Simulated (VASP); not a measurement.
# SiO2 (I-42d) in VASP: a series of runs

Aim: see how the results for SiO2 move with the level of theory and the settings. Levels: PBE, r2SCAN, LDA. Tasks: single point, relaxation of cell and atoms.

Everything below comes from runs of VASP 6.6.1. Logs are shortened: lines on timing, memory, paths and dates and some standing lists are left out, and cuts for length are marked.

### 1 The cell of the first run

Symmetry: I-42d, No. 122, tetragonal system. Conventional cell: a = 5.027 Å, b = 5.027 Å, c = 7.379 Å, α = 90.00°, β = 90.00°, γ = 90.00°. Si (site symmetry -4) has 4 O at 1.63 Å within 2.2 Å. Within 2.2 Å of O (site symmetry 2) lie 2 Si at 1.63 Å.

### 2 Single point, PBE

INCAR reads:

```
PREC = Accurate
ENCUT = 520
EDIFF = 1E-6
ISMEAR = 0
SIGMA = 0.02
LREAL = False
LASPH = True
NELM = 80
ALGO = Normal
ISIF = 2
LWAVE = False
LCHARG = False
GGA = PE
NBANDS = 25
```

KPOINTS reads:

```
Automatic mesh
0
Gamma
  8 8 8
```

POSCAR reads:

```
SiO2
1.0
   -2.5137467044      2.5137467044      3.6894593391
    2.5137467044     -2.5137467044      3.6894593391
    2.5137467044      2.5137467044     -3.6894593391
Si O
2 4
Direct
    0.0000000000      0.0000000000      0.0000000000
    0.7500000000      0.2500000000      0.5000000000
    0.9668890696      0.6250000000      0.8418890696
    0.3750000000      0.2168890696      0.3418890696
    0.7831109304      0.1250000000      0.1581109304
    0.8750000000      0.0331109304      0.6581109304
```

Potentials or basis: VASP PAW PBE potentials, release 64 (Si, O).

On the command line:

```sh
$ cat potpaw_PBE.64/Si/POTCAR potpaw_PBE.64/O/POTCAR > POTCAR
$ mpirun -np 1 vasp_std > vasp.out
```

OUTCAR:

```text
PREC = Accurate
   ENCUT = 520
   EDIFF = 1E-6
   ISMEAR = 0
   LREAL = False
   LASPH = True
   NELM = 80
   ISIF = 2
   GGA = PE

 ion  position               nearest neighbor table
   1  0.000  0.000  0.000-   3 1.63   4 1.63   5 1.63   6 1.63   2 3.12   2 3.12   2 3.12   2 3.12

   2  0.750  0.250  0.500-   3 1.63   4 1.63   5 1.63   6 1.63   1 3.12   1 3.12   1 3.12   1 3.12

   3  0.967  0.625  0.842-   1 1.63   2 1.63
   4  0.375  0.217  0.342-   1 1.63   2 1.63
   5  0.783  0.125  0.158-   1 1.63   2 1.63
   6  0.875  0.033  0.658-   1 1.63   2 1.63

  LATTYP: Found a body centered tetragonal cell.
 ALAT       =     5.0274934088
 C/A-ratio  =     1.4677132476

  Lattice vectors:

 A1 = (  -2.5137467044,   2.5137467044,   3.6894593391)
 A2 = (   2.5137467044,  -2.5137467044,   3.6894593391)
 A3 = (   2.5137467044,   2.5137467044,  -3.6894593391)

Analysis of symmetry for initial positions (statically):
=====================================================================
 Subroutine PRICEL returns:
 Original cell was already a primitive cell.

 Routine SETGRP: Setting up the symmetry group for a
 body centered tetragonal supercell.

 Subroutine GETGRP returns: Found  8 space group operations
 (whereof  4 operations were pure point group operations)
 out of a pool of 16 trial point group operations.

The static configuration has the point symmetry S_4 .
 The point group associated with its full space group is D_2d.

Analysis of symmetry for dynamics (positions and initial velocities):
=====================================================================
 Subroutine PRICEL returns:
 Original cell was already a primitive cell.

 Routine SETGRP: Setting up the symmetry group for a
 body centered tetragonal supercell.

 Subroutine GETGRP returns: Found  8 space group operations
 (whereof  4 operations were pure point group operations)
 out of a pool of 16 trial point group operations.

The dynamic configuration has the point symmetry S_4 .
 The point group associated with its full space group is D_2d.

 Subroutine INISYM returns: Found  8 space group operations
 (whereof  4 operations are pure point group operations),
 and found     1 'primitive' translations

----------------------------------------------------------------------------------------

                                     Primitive cell

  volume of cell :      93.2536

  direct lattice vectors                    reciprocal lattice vectors
    -2.513746704  2.513746704  3.689459339     0.000000000  0.198906278  0.135521212
     2.513746704 -2.513746704  3.689459339     0.198906278  0.000000000  0.135521212
     2.513746704  2.513746704 -3.689459339     0.198906278  0.198906278  0.000000000

  length of vectors
     5.123471011  5.123471011  5.123471011     0.240685908  0.240685908  0.281295956

  position of ions in fractional coordinates (direct lattice)
     0.000000000  0.000000000  0.000000000
     0.750000000  0.250000000  0.500000000
     0.966889070  0.625000000  0.841889070
     0.375000000  0.216889070  0.341889070
     0.783110930  0.125000000  0.158110930
     0.875000000  0.033110930  0.658110930

  ion indices of the primitive-cell ions
   primitive index   ion index
                 1           1
                 2           2
                 3           3
                 4           4
                 5           5
                 6           6

----------------------------------------------------------------------------------------

 KPOINTS: Automatic mesh

Automatic generation of k-mesh.
 Grid dimensions read from file:
 generate k-points for:    8    8    8

 Generating k-lattice:

  Cartesian coordinates                     Fractional coordinates (reciprocal lattice)
     0.000000000  0.024863285  0.016940151     0.125000000 -0.000000000  0.000000000
     0.024863285  0.000000000  0.016940151    -0.000000000  0.125000000  0.000000000
     0.024863285  0.024863285  0.000000000     0.000000000  0.000000000  0.125000000

  Length of vectors
     0.030085738  0.030085738  0.035161994

  Shift w.r.t. Gamma in fractional coordinates (k-lattice)
     0.000000000  0.000000000  0.000000000

 Subroutine IBZKPT returns following result:
 ===========================================

 Found     59 irreducible k-points:

 Following reciprocal coordinates:
            Coordinates               Weight
  0.000000  0.000000  0.000000      1.000000
  0.125000 -0.000000  0.000000      8.000000
  0.250000 -0.000000  0.000000      8.000000
  0.375000  0.000000  0.000000      8.000000
  0.500000 -0.000000  0.000000      4.000000
  0.125000  0.125000  0.000000      8.000000
[... 16 lines left out ...]
  0.250000  0.125000  0.125000     16.000000
  0.375000  0.125000  0.125000      8.000000
 [... further k-points ...]
   k-points           NKPTS =     59   k-points in BZ     NKDIM =     59   number of bands    NBANDS=     25
   number of dos      NEDOS =    301   number of ions     NIONS =      6
   total plane-waves  NPLWV =  64000
   dimension x,y,z NGX =    40 NGY =   40 NGZ =   40
   dimension x,y,z NGXF=    80 NGYF=   80 NGZF=   80
   ions per type =               2   4
   NGX,Y,Z   is equivalent  to a cutoff of  12.98, 12.98, 12.98 a.u.
   NGXF,Y,Z  is equivalent  to a cutoff of  25.96, 25.96, 25.96 a.u.
 SYSTEM =  unknown system
   PREC   = accura    normal or accurate (medium, high low for compatibility)
   ISTART =      0    job   : 0-new  1-cont  2-samecut
   ICHARG =      2    charge: 1-file 2-atom 10-const
   ISPIN  =      1    spin polarized calculation?
   LNONCOLLINEAR =      F non collinear calculations
   LSORBIT =      F    spin-orbit coupling
   LASPH  =      T    aspherical Exc in radial PAW
   ENCUT  =  520.0 eV  38.22 Ry    6.18 a.u.   9.53  9.53  9.53*2*pi/ulx,y,z
   NELM   =     80;   NELMIN=  2; NELMDL= -5     # of ELM steps
   EDIFF  = 0.1E-05   stopping-criterion for ELM
   LREAL  =      F    real-space projection
   EDIFFG = 0.1E-04   stopping-criterion for IOM
   NSW    =      0    number of steps for IOM
   IBRION =     -1    ionic relax: 0-MD 1-quasi-New 2-CG
   NFREE  =      0    steps in history (QN), initial steepest desc. (CG)
   ISIF   =      2    stress and relaxation
   ISYM   =      2    0-nonsym 1-usesym 2-fastsym
   POTIM  = 0.5000    time-step for ionic-motion
   TEBEG  =    0.0;   TEEND  =   0.0 temperature during run
   PSTRESS=    0.0 pullay stress
   NELECT =      32.0000    total number of electrons
   NUPDOWN=      -1.0000    fix difference up-down
   EMIN   =  10.00;   EMAX   =-10.00  energy-range for DOS
   EFERMI =   0.00;   METHOD = LEGACY
   ISMEAR =     0;   SIGMA  =   0.02  broadening in eV -4-tet -1-fermi 0-gaus
   EFERMI_NEDOS =   21; number of points for ismear=-14 and -15
   IALGO  =     38    algorithm
   IMIX   =      4    mixing-type and parameters
     AMIX     =   0.40;   BMIX     =  1.00
     AMIX_MAG =   1.60;   BMIX_MAG =  1.00
  volume/ion in A,a.u.               =      15.54       104.88
  Fermi-wavevector in a.u.,A,eV,Ry     =   1.146136  2.165883 17.872997  1.313628
  Thomas-Fermi vector in A             =   2.282822
   LORBIT       =      0    0 simple, 1 ext, 2 COOP (PROOUT), +10 PAW based schemes
   GGA     = PE    functional components
   LHFCALC =     F    Hartree Fock is set to
   AEXX    =    0.0000 exact exchange contribution
   IVDW    =     0    specifies the selected vdW correction
   LEPSILON=     F    determine dielectric tensor
   LRPA    =     F    only Hartree local field effects (RPA)
 non-spin polarized calculation
 Gauss-broadening in eV      SIGMA  =   0.02
  energy-cutoff  :      520.00
  volume of cell :       93.25
 maximum number of plane-waves:      2533
 NGX is ok and might be reduce to    40
   NGX = 19   NGY = 19   NGZ = 19

 number of electron      31.9999995 magnetization

 Free energy of the ion-electron system (eV)
  ---------------------------------------------------
  ext. energy  EPLUGINS =         0.00000000
  ---------------------------------------------------
  free energy    TOTEN  =       -47.49242484 eV

  energy without entropy =      -47.49242484  energy(sigma->0) =      -47.49242484

 E-fermi :  -0.5252     XC(G=0):  -8.0038

 val. band max:       -0.6425466344   @ k =   0.0000   0.0000   0.0000
 cond. band min:       5.0889275276   @ k =   0.0000   0.0000   0.0000
 fundamental gap:      5.7314741620
 Fermi energy:        -0.5252024595

 k-point     1 :       0.0000    0.0000    0.0000
  band No.  band energies     occupation
      1     -19.7446      2.00000
      2     -17.7447      2.00000
      3     -17.7447      2.00000
      4     -17.6898      2.00000
      5      -9.8781      2.00000
      6      -6.1316      2.00000
[... 17 lines left out ...]
     24      12.2108      0.00000
     25      12.8665      0.00000

 k-point     2 :       0.1250   -0.0000    0.0000
  band No.  band energies     occupation
      1     -19.6994      2.00000
      2     -17.8112      2.00000
      3     -17.7472      2.00000
      4     -17.7048      2.00000
      5      -9.7550      2.00000
      6      -6.1688      2.00000
[... 17 lines left out ...]
     24      12.1213      0.00000
     25      12.7199      0.00000

 k-point     3 :       0.2500   -0.0000    0.0000
  band No.  band energies     occupation
      1     -19.5740      2.00000
      2     -18.0111      2.00000
      3     -17.7527      2.00000
      4     -17.7151      2.00000
      5      -9.4334      2.00000
      6      -6.3218      2.00000
[... 552 lines left out ...]
 k-point    23 :       0.2500    0.1250    0.1250
  band No.  band energies     occupation
      1     -19.2932      2.00000
      2     -18.3989      2.00000
      3     -17.7621      2.00000
      4     -17.7300      2.00000
      5      -8.7838      2.00000
      6      -6.9373      2.00000
[... 17 lines left out ...]
     24      11.8291      0.00000
     25      12.4576      0.00000

 k-point    24 :       0.3750    0.1250    0.1250
  band No.  band energies     occupation
      1     -19.1950      2.00000
      2     -18.5194      2.00000
      3     -17.7635      2.00000
      4     -17.7343      2.00000
      5      -8.5833      2.00000
      6      -7.1019      2.00000
[... 17 lines left out ...]
     24      12.0538      0.00000
     25      12.6307      0.00000

 [... further k-points ...]
[... 5 lines left out ...]
  --------------------------------------------------------------------------------------
  -------------------------------------------------------------------------------------
  Total        0.0527920      0.0527920      0.0536521      0.0000000     -0.0000000      0.0000000
  in kB        0.9070111      0.9070111      0.9217890      0.0000000     -0.0000000      0.0000000
  external PRESSURE =       0.9119371 kB  Pullay stress =       0.0000000 kB

 VOLUME and BASIS-vectors are now :
 -----------------------------------------------------------------------------
  energy-cutoff  :      520.00
  volume of cell :       93.25
      direct lattice vectors                 reciprocal lattice vectors
    -2.513746704  2.513746704  3.689459339     0.000000000  0.198906278  0.135521212
     2.513746704 -2.513746704  3.689459339     0.198906278  0.000000000  0.135521212
     2.513746704  2.513746704 -3.689459339     0.198906278  0.198906278  0.000000000

 POSITION                                       TOTAL-FORCE (eV/Angst)
 -----------------------------------------------------------------------------------
      0.00000      0.00000      0.00000         0.000000     -0.000000     -0.000000
      0.00000      2.51375      1.84473         0.000000     -0.000000      0.000000
      1.25687      2.97572      2.76709         0.000000     -0.004620     -0.000000
      0.46197      1.25687      0.92236        -0.004620     -0.000000     -0.000000
     -1.25687      2.05178      2.76709         0.000000      0.004620      0.000000
     -0.46197      3.77062      0.92236         0.004620     -0.000000      0.000000
 -----------------------------------------------------------------------------------
    total drift:                                0.000004      0.000004      0.000003

  FREE ENERGIE OF THE ION-ELECTRON SYSTEM (eV)
  ---------------------------------------------------
  free  energy   TOTEN  =       -47.4924248418 eV

  energy  without entropy=      -47.4924248418  energy(sigma->0) =      -47.49242484
```

Run time: 95 s. Hardware: 1 thread of AMD EPYC 9R45 (Zen 5), shared host; peak memory 0.25 GiB.

What came out:

```
Free energy            : -47.4924 eV
Pressure               : 0.1 GPa
Largest force          : 0.005 eV/Å
Band gap on the k mesh : 5.73 eV
```

Forces in eV/Å, atoms in the order of the input:
```
Si   0.000  0.000  0.000
Si   0.000  0.000  0.000
O    0.000 -0.005  0.000
O   -0.005  0.000  0.000
O    0.000  0.005  0.000
O    0.005  0.000  0.000
```

### 3 Single point, r2SCAN

This run uses another cell than the first one, of 14.91 Å³/atom.

POSCAR reads:

```
SiO2
1.0
   -2.4733309162      2.4733309162      3.6563637196
    2.4733309162     -2.4733309162      3.6563637196
    2.4733309162      2.4733309162     -3.6563637196
Si O
2 4
Direct
    0.0000000000      0.0000000000      0.0000000000
    0.7500000000      0.2500000000      0.5000000000
    0.9731417473      0.6250000000      0.8481417473
    0.3750000000      0.2231417473      0.3481417473
    0.7768582527      0.1250000000      0.1518582527
    0.8750000000      0.0268582527      0.6518582527
```

INCAR.step1 reads:

```
PREC     = Accurate       # precision mode
ENCUT    = 520            # plane-wave cutoff, eV
ISMEAR   = 0              # smearing method
SIGMA    = 0.02           # smearing width, eV
LREAL    = F              # projectors in reciprocal space
LASPH    = T              # aspherical terms in the spheres
NELM     = 60             # most SCF steps
NBANDS   = 25             # bands
GGA      = PE             # functional
ALGO     = Normal         # electronic algorithm
EDIFF    = 1E-4           # SCF threshold, eV
LWAVE    = T              # write WAVECAR
LCHARG   = F              # write CHGCAR
```

INCAR.step2 reads:

```
PREC     = Accurate       # precision mode
ENCUT    = 520            # plane-wave cutoff, eV
EDIFF    = 1E-6           # SCF threshold, eV
ISMEAR   = 0              # smearing method
SIGMA    = 0.02           # smearing width, eV
LREAL    = F              # projectors in reciprocal space
LASPH    = T              # aspherical terms in the spheres
NELM     = 60             # most SCF steps
ALGO     = Normal         # electronic algorithm
ISIF     = 2              # what is computed and relaxed
LWAVE    = F              # write WAVECAR
LCHARG   = F              # write CHGCAR
METAGGA  = R2SCAN         # meta-GGA
LMIXTAU  = T            
NBANDS   = 25             # bands
ISTART   = 1
```

KPOINTS is that of step 2.

Potentials or basis: VASP PAW PBE potentials, release 64 (Si, O).

On the command line:

```sh
$ cat potpaw_PBE.64/Si/POTCAR potpaw_PBE.64/O/POTCAR > POTCAR
$ cp INCAR.step1 INCAR
$ mpirun -np 1 vasp_std > vasp.out
$ cp INCAR.step2 INCAR
$ mpirun -np 1 vasp_std > vasp.out
```

OUTCAR:

```text
PREC = Accurate
   ENCUT = 520
   EDIFF = 1E-6
   ISMEAR = 0
   LREAL = F
   LASPH = T
   NELM = 60
   ISIF = 2
   METAGGA = R2SCAN
   ISTART = 1

 ion  position               nearest neighbor table
   1  0.000  0.000  0.000-   3 1.61   4 1.61   5 1.61   6 1.61   2 3.08   2 3.08   2 3.08   2 3.08

   2  0.750  0.250  0.500-   3 1.61   4 1.61   5 1.61   6 1.61   1 3.08   1 3.08   1 3.08   1 3.08

   3  0.973  0.625  0.848-   1 1.61   2 1.61
   4  0.375  0.223  0.348-   1 1.61   2 1.61
   5  0.777  0.125  0.152-   1 1.61   2 1.61
   6  0.875  0.027  0.652-   1 1.61   2 1.61

  LATTYP: Found a body centered tetragonal cell.
 ALAT       =     4.9466618324
 C/A-ratio  =     1.4783156171

  Lattice vectors:

 A1 = (  -2.4733309162,   2.4733309162,   3.6563637196)
 A2 = (   2.4733309162,  -2.4733309162,   3.6563637196)
 A3 = (   2.4733309162,   2.4733309162,  -3.6563637196)

Analysis of symmetry for initial positions (statically):
=====================================================================
 Subroutine PRICEL returns:
 Original cell was already a primitive cell.

 Routine SETGRP: Setting up the symmetry group for a
 body centered tetragonal supercell.

[... 175 lines left out ...]
  energy without entropy =      -59.58834787  energy(sigma->0) =      -59.58834787

 E-fermi :  -0.7375     XC(G=0):  -8.6117

 val. band max:       -0.8628959123   @ k =   0.0000   0.0000   0.0000
 cond. band min:       5.6916700114   @ k =   0.0000   0.0000   0.0000
 fundamental gap:      6.5545659237
 Fermi energy:        -0.7375300801

 k-point     1 :       0.0000    0.0000    0.0000
  band No.  band energies     occupation
      1     -21.0624      2.00000
      2     -19.0148      2.00000
      3     -19.0148      2.00000
      4     -18.9565      2.00000
      5     -10.1558      2.00000
      6      -6.4669      2.00000
[... 661 lines left out ...]
     24      13.3233      0.00000
     25      13.7472      0.00000

 [... further k-points ...]
[... 5 lines left out ...]
  --------------------------------------------------------------------------------------
  -------------------------------------------------------------------------------------
  Total        0.0821605      0.0821605      0.1111573      0.0000000      0.0000000      0.0000000
  in kB        1.4712943      1.4712943      1.9905576      0.0000000      0.0000000      0.0000000
  external PRESSURE =       1.6443821 kB  Pullay stress =       0.0000000 kB

 VOLUME and BASIS-vectors are now :
 -----------------------------------------------------------------------------
  energy-cutoff  :      520.00
  volume of cell :       89.47
      direct lattice vectors                 reciprocal lattice vectors
    -2.473330916  2.473330916  3.656363720     0.000000000  0.202156532  0.136747884
     2.473330916 -2.473330916  3.656363720     0.202156532  0.000000000  0.136747884
     2.473330916  2.473330916 -3.656363720     0.202156532  0.202156532  0.000000000

 POSITION                                       TOTAL-FORCE (eV/Angst)
 -----------------------------------------------------------------------------------
      0.00000      0.00000      0.00000         0.000000     -0.000000      0.000000
      0.00000      2.47333      1.82818         0.000000     -0.000000      0.000000
      1.23667      2.95880      2.74227         0.000000      0.000451      0.000000
      0.48547      1.23667      0.91409         0.000451     -0.000000      0.000000
     -1.23667      1.98786      2.74227         0.000000     -0.000451     -0.000000
     -0.48547      3.71000      0.91409        -0.000451     -0.000000     -0.000000
 -----------------------------------------------------------------------------------
    total drift:                                0.000011      0.000011     -0.000001

  FREE ENERGIE OF THE ION-ELECTRON SYSTEM (eV)
  ---------------------------------------------------
  free  energy   TOTEN  =       -59.5883478680 eV

  energy  without entropy=      -59.5883478680  energy(sigma->0) =      -59.58834787
```

OUTCAR.step1:

```text
PREC = Accurate
   ENCUT = 520
   ISMEAR = 0
   LREAL = F
[... 914 lines left out ...]
      1.23667      2.95880      2.74227         0.000000      0.264565      0.000000
      0.48547      1.23667      0.91409         0.264565     -0.000000      0.000000
     -1.23667      1.98786      2.74227         0.000000     -0.264565     -0.000000
     -0.48547      3.71000      0.91409        -0.264565     -0.000000     -0.000000
 -----------------------------------------------------------------------------------
    total drift:                                0.000002      0.000002      0.000001

  FREE ENERGIE OF THE ION-ELECTRON SYSTEM (eV)
  ---------------------------------------------------
  free  energy   TOTEN  =       -47.4500254777 eV

  energy  without entropy=      -47.4500254777  energy(sigma->0) =      -47.45002548
```

Run time: 5.7 min. Hardware: 1 thread of AMD EPYC 9R45 (Zen 5), shared host; peak memory 0.27 GiB.

What came out:

```
Free energy            : -59.5883 eV
Pressure               : 0.2 GPa
Band gap on the k mesh : 6.55 eV
```

Caveat: the PAW data sets were made with another functional, which shifts forces and pressure a little.

(Part 1 of 2 ends here.)
